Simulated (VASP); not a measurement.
# BaO (Fm-3m) in VASP: notebook

BaO is run at these levels: PBE; tasks: electric field gradients.

Everything below comes from runs of VASP 6.6.1. Logs are shortened: lines on timing, memory, paths and dates and some standing lists are left out, and cuts for length are marked.

## (1) The cell of the first run

The structure is cubic, space group Fm-3m (No. 225). The conventional cell has a = 5.389 Å, b = 5.389 Å, c = 5.389 Å, α = 90.00°, β = 90.00°, γ = 90.00°. Within 3.6 Å of Ba (site symmetry m-3m) lie 6 O at 2.69 Å. O (site symmetry m-3m) has 6 Ba at 2.69 Å within 3.6 Å.

## (2) Electric field gradients, PBE (19.56 Å³/atom)

The input, INCAR:

```
SYSTEM = BaO
  PREC = Accurate
  ENCUT = 520
  EDIFF = 1E-8
  ISMEAR = -1
  SIGMA = 0.02
  LREAL = .False.
  LASPH = .True.
  NELM = 120
  ALGO = Normal
  ISIF = 2
  LWAVE = .False.
  LCHARG = .False.
  GGA = PE
  LEFG = .True.
  NBANDS = 15
  GGA_COMPAT = .False.
```

The input, KPOINTS:

```
regular mesh
0
Gamma
  8 8 8
  0 0 0
```

The input, POSCAR:

```
BaO
1.0
    0.0000000000      2.6943393494      2.6943393494
    2.6943393494      0.0000000000      2.6943393494
    2.6943393494      2.6943393494      0.0000000000
Ba O
1 1
Direct
    0.0000000000      0.0000000000      0.0000000000
    0.5000000000      0.5000000000      0.5000000000
```

Potentials or basis: VASP PAW PBE potentials, release 64 (Ba_sv, O).

Command:

```bash
cat potpaw_PBE.64/Ba_sv/POTCAR potpaw_PBE.64/O/POTCAR > POTCAR
mpirun -np 1 vasp_std > vasp.out
```

OUTCAR:

```text
SYSTEM = BaO
   PREC = Accurate
   ENCUT = 520
   EDIFF = 1E-8
   ISMEAR = -1
   LREAL = .False.
   LASPH = .True.
   NELM = 120
   ISIF = 2
   GGA = PE

 ion  position               nearest neighbor table
   1  0.000  0.000  0.000-   2 2.69   2 2.69   2 2.69   2 2.69   2 2.69   2 2.69
   2  0.500  0.500  0.500-   1 2.69   1 2.69   1 2.69   1 2.69   1 2.69   1 2.69

  LATTYP: Found a face centered cubic cell.
 ALAT       =     5.3886786988

  Lattice vectors:

 A1 = (   0.0000000000,   2.6943393494,   2.6943393494)
 A2 = (   2.6943393494,   0.0000000000,   2.6943393494)
 A3 = (   2.6943393494,   2.6943393494,   0.0000000000)

Analysis of symmetry for initial positions (statically):
=====================================================================
 Subroutine PRICEL returns:
 Original cell was already a primitive cell.

 Routine SETGRP: Setting up the symmetry group for a
 face centered cubic supercell.

 Subroutine GETGRP returns: Found 48 space group operations
 (whereof 48 operations were pure point group operations)
 out of a pool of 48 trial point group operations.

The static configuration has the point symmetry O_h .

Analysis of symmetry for dynamics (positions and initial velocities):
=====================================================================
 Subroutine PRICEL returns:
 Original cell was already a primitive cell.

 Routine SETGRP: Setting up the symmetry group for a
 face centered cubic supercell.

 Subroutine GETGRP returns: Found 48 space group operations
 (whereof 48 operations were pure point group operations)
 out of a pool of 48 trial point group operations.

The dynamic configuration has the point symmetry O_h .

 Subroutine INISYM returns: Found 48 space group operations
 (whereof 48 operations are pure point group operations),
 and found     1 'primitive' translations

----------------------------------------------------------------------------------------

                                     Primitive cell

  volume of cell :      39.1189

  direct lattice vectors                    reciprocal lattice vectors
     0.000000000  2.694339349  2.694339349    -0.185574249  0.185574249  0.185574249
     2.694339349  0.000000000  2.694339349     0.185574249 -0.185574249  0.185574249
     2.694339349  2.694339349  0.000000000     0.185574249  0.185574249 -0.185574249

  length of vectors
     3.810371250  3.810371250  3.810371250     0.321424027  0.321424027  0.321424027

  position of ions in fractional coordinates (direct lattice)
     0.000000000  0.000000000  0.000000000
     0.500000000  0.500000000  0.500000000

  ion indices of the primitive-cell ions
   primitive index   ion index
                 1           1
                 2           2

----------------------------------------------------------------------------------------

 KPOINTS: regular mesh

Automatic generation of k-mesh.
 Grid dimensions read from file:
 generate k-points for:    8    8    8

 Generating k-lattice:

  Cartesian coordinates                     Fractional coordinates (reciprocal lattice)
    -0.023196781  0.023196781  0.023196781     0.125000000  0.000000000  0.000000000
     0.023196781 -0.023196781  0.023196781     0.000000000  0.125000000  0.000000000
     0.023196781  0.023196781 -0.023196781     0.000000000  0.000000000  0.125000000

  Length of vectors
     0.040178003  0.040178003  0.040178003

  Shift w.r.t. Gamma in fractional coordinates (k-lattice)
     0.000000000  0.000000000  0.000000000

 Subroutine IBZKPT returns following result:
 ===========================================

 Found     29 irreducible k-points:

 Following reciprocal coordinates:
            Coordinates               Weight
  0.000000  0.000000  0.000000      1.000000
  0.125000  0.000000  0.000000      8.000000
  0.250000  0.000000  0.000000      8.000000
  0.375000  0.000000  0.000000      8.000000
  0.500000  0.000000  0.000000      4.000000
  0.125000  0.125000  0.000000      6.000000
[... 16 lines left out ...]
  0.500000  0.250000  0.125000     48.000000
 -0.375000  0.250000  0.125000     24.000000
 [... further k-points ...]
   k-points           NKPTS =     29   k-points in BZ     NKDIM =     29   number of bands    NBANDS=     15
   number of dos      NEDOS =    301   number of ions     NIONS =      2
   total plane-waves  NPLWV =  21952
   dimension x,y,z NGX =    28 NGY =   28 NGZ =   28
   dimension x,y,z NGXF=    56 NGYF=   56 NGZF=   56
   ions per type =               1   1
   NGX,Y,Z   is equivalent  to a cutoff of  12.22, 12.22, 12.22 a.u.
   NGXF,Y,Z  is equivalent  to a cutoff of  24.43, 24.43, 24.43 a.u.
 SYSTEM =  BaO
   PREC   = accura    normal or accurate (medium, high low for compatibility)
   ISTART =      0    job   : 0-new  1-cont  2-samecut
   ICHARG =      2    charge: 1-file 2-atom 10-const
   ISPIN  =      1    spin polarized calculation?
   LNONCOLLINEAR =      F non collinear calculations
   LSORBIT =      F    spin-orbit coupling
   LASPH  =      T    aspherical Exc in radial PAW
   ENCUT  =  520.0 eV  38.22 Ry    6.18 a.u.   7.08  7.08  7.08*2*pi/ulx,y,z
   NELM   =    120;   NELMIN=  2; NELMDL= -5     # of ELM steps
   EDIFF  = 0.1E-07   stopping-criterion for ELM
   LREAL  =      F    real-space projection
   EDIFFG = 0.1E-06   stopping-criterion for IOM
   NSW    =      0    number of steps for IOM
   IBRION =     -1    ionic relax: 0-MD 1-quasi-New 2-CG
   NFREE  =      0    steps in history (QN), initial steepest desc. (CG)
   ISIF   =      2    stress and relaxation
   ISYM   =      2    0-nonsym 1-usesym 2-fastsym
   POTIM  = 0.5000    time-step for ionic-motion
   TEBEG  =    0.0;   TEEND  =   0.0 temperature during run
   PSTRESS=    0.0 pullay stress
   NELECT =      16.0000    total number of electrons
   NUPDOWN=      -1.0000    fix difference up-down
   EMIN   =  10.00;   EMAX   =-10.00  energy-range for DOS
   EFERMI =   0.00;   METHOD = LEGACY
   ISMEAR =    -1;   SIGMA  =   0.02  broadening in eV -4-tet -1-fermi 0-gaus
   EFERMI_NEDOS =   21; number of points for ismear=-14 and -15
   IALGO  =     38    algorithm
   IMIX   =      4    mixing-type and parameters
     AMIX     =   0.40;   BMIX     =  1.00
     AMIX_MAG =   1.60;   BMIX_MAG =  1.00
  volume/ion in A,a.u.               =      19.56       131.99
  Fermi-wavevector in a.u.,A,eV,Ry     =   1.215213  2.296420 20.092315  1.476743
  Thomas-Fermi vector in A             =   2.350608
   LORBIT       =      0    0 simple, 1 ext, 2 COOP (PROOUT), +10 PAW based schemes
   GGA     = PE    functional components
   LHFCALC =     F    Hartree Fock is set to
   AEXX    =    0.0000 exact exchange contribution
   IVDW    =     0    specifies the selected vdW correction
   LEPSILON=     F    determine dielectric tensor
   LRPA    =     F    only Hartree local field effects (RPA)
 non-spin polarized calculation
  energy-cutoff  :      520.00
  volume of cell :       39.12
 maximum number of plane-waves:      1067
   NGX = 15   NGY = 15   NGZ = 15

 number of electron      16.0000000 magnetization

 Free energy of the ion-electron system (eV)
  ---------------------------------------------------
  ext. energy  EPLUGINS =         0.00000000
  ---------------------------------------------------
  free energy    TOTEN  =       -11.64724789 eV

  energy without entropy =      -11.64724789  energy(sigma->0) =      -11.64724789

 E-fermi :   2.9491     XC(G=0): -10.0073

 val. band max:        2.5050513919   @ k =   0.5000   0.5000   0.0000
 cond. band min:       4.1547915132   @ k =   0.5000   0.5000   0.0000
 fundamental gap:      1.6497401213
 Fermi energy:         2.9491016776

 k-point     1 :       0.0000    0.0000    0.0000
  band No.  band energies     occupation
      1     -23.4750      2.00000
      2     -12.7807      2.00000
      3      -7.7986      2.00000
      4      -7.7986      2.00000
      5      -7.7986      2.00000
      6       1.9220      2.00000
      7       1.9220      2.00000
      8       1.9220      2.00000
      9       6.3990      0.00000
     10       7.0988      0.00000
     11       7.0988      0.00000
     12       7.0988      0.00000
     13       9.5816      0.00000
     14       9.5816      0.00000
     15      12.4958      0.00000

 k-point     2 :       0.1250    0.0000    0.0000
  band No.  band energies     occupation
      1     -23.4243      2.00000
      2     -12.9215      2.00000
      3      -7.8384      2.00000
      4      -7.8197      2.00000
      5      -7.8197      2.00000
      6       1.5692      2.00000
      7       1.6876      2.00000
      8       1.6876      2.00000
      9       6.8957      0.00000
     10       7.1539      0.00000
     11       7.4175      0.00000
     12       7.4175      0.00000
     13      10.0406      0.00000
     14      10.0406      0.00000
     15      13.5419      0.00000

 k-point     3 :       0.2500    0.0000    0.0000
  band No.  band energies     occupation
      1     -23.2979      2.00000
      2     -13.2633      2.00000
      3      -7.9268      2.00000
      4      -7.8692      2.00000
      5      -7.8692      2.00000
      6       0.8972      2.00000
      7       1.1933      2.00000
      8       1.1933      2.00000
      9       6.9112      0.00000
     10       8.2839      0.00000
     11       8.2839      0.00000
     12       8.7496      0.00000
     13      11.1661      0.00000
     14      11.1661      0.00000
     15      15.8277      0.00000
[... 343 lines left out ...]
 k-point    23 :       0.5000    0.2500    0.1250
  band No.  band energies     occupation
      1     -23.1016      2.00000
      2     -13.4814      2.00000
      3      -8.5714      2.00000
      4      -8.3900      2.00000
      5      -7.9303      2.00000
      6       0.7461      2.00000
      7       1.0116      2.00000
      8       1.7669      2.00000
      9       6.5388      0.00000
     10       8.6852      0.00000
     11      10.1404      0.00000
     12      10.3339      0.00000
     13      12.4904      0.00000
     14      14.0939      0.00000
     15      15.8740      0.00000

 k-point    24 :      -0.3750    0.2500    0.1250
  band No.  band energies     occupation
      1     -23.0569      2.00000
      2     -13.5495      2.00000
      3      -8.5931      2.00000
      4      -8.5798      2.00000
      5      -7.9156      2.00000
      6       0.6061      2.00000
      7       1.3586      2.00000
      8       1.3989      2.00000
      9       7.3678      0.00000
     10       8.0095      0.00000
     11      10.6281      0.00000
     12      10.8176      0.00000
     13      13.1118      0.00000
     14      14.8483      0.00000
     15      15.2987      0.00000

 [... further k-points ...]

------------------------ aborting loop because EDIFF is reached ----------------------------------------

  FORCE on cell =-STRESS in cart. coord.  units (eV):
  Direction    XX          YY          ZZ          XY          YZ          ZX
  --------------------------------------------------------------------------------------
  -------------------------------------------------------------------------------------
  Total        2.7371163      2.7371163      2.7371163     -0.0000000      0.0000000      0.0000000
  in kB      112.1029292    112.1029292    112.1029292     -0.0000000      0.0000000      0.0000000
  external PRESSURE =     112.1029292 kB  Pullay stress =       0.0000000 kB

 VOLUME and BASIS-vectors are now :
 -----------------------------------------------------------------------------
  energy-cutoff  :      520.00
  volume of cell :       39.12
      direct lattice vectors                 reciprocal lattice vectors
     0.000000000  2.694339349  2.694339349    -0.185574249  0.185574249  0.185574249
     2.694339349  0.000000000  2.694339349     0.185574249 -0.185574249  0.185574249
     2.694339349  2.694339349  0.000000000     0.185574249  0.185574249 -0.185574249

 POSITION                                       TOTAL-FORCE (eV/Angst)
 -----------------------------------------------------------------------------------
      0.00000      0.00000      0.00000         0.000000      0.000000      0.000000
      2.69434      2.69434      2.69434        -0.000000     -0.000000     -0.000000
 -----------------------------------------------------------------------------------
    total drift:                                0.000000      0.000000      0.000000

  FREE ENERGIE OF THE ION-ELECTRON SYSTEM (eV)
  ---------------------------------------------------
  free  energy   TOTEN  =       -11.6472478941 eV

  energy  without entropy=      -11.6472478941  energy(sigma->0) =      -11.64724789

 Electric field gradients (V/A^2)
---------------------------------------------------------------------
 ion       V_xx      V_yy      V_zz      V_xy      V_xz      V_yz
---------------------------------------------------------------------
   1       0.000     0.000    -0.000     0.000     0.000     0.000
   2       0.000     0.000    -0.000     0.004     0.004     0.004
---------------------------------------------------------------------

 Electric field gradients after diagonalization (V/A^2)
 (convention: |V_zz| > |V_xx| > |V_yy|)
----------------------------------------------------------------------
 ion       V_xx      V_yy      V_zz     asymmetry (V_yy - V_xx)/ V_zz
----------------------------------------------------------------------
   1      -0.000    -0.000     0.000       0.000
   2      -0.004    -0.004     0.007       0.000
----------------------------------------------------------------------

           NMR quadrupolar parameters

 Cq : quadrupolar parameter    Cq=e*Q*V_zz/h
 eta: asymmetry parameters     (V_yy - V_xx)/ V_zz
 Q  : nuclear electric quadrupole moment in mb (millibarn)
----------------------------------------------------------------------
 ion       Cq(MHz)       eta       Q (mb)
----------------------------------------------------------------------
   1       0.000       0.000       1.000
   2       0.000       0.000       1.000
----------------------------------------------------------------------
```

Run time: 8.8 s. Hardware: 1 thread of Intel Xeon 6975P-C (Granite Rapids), shared host; peak memory 0.16 GiB.

What came out:

- Free energy: -11.6472 eV
- Pressure: 11.2 GPa
- Band gap on the k mesh: 1.65 eV
- Largest electric field gradient by atom: zero within the noise of the run

Caveat: the cell stands under pressure; spin-orbit coupling is left out, which moves the levels of the heavy elements. A k mesh can miss the band edges.

[end of part 1 of 2]
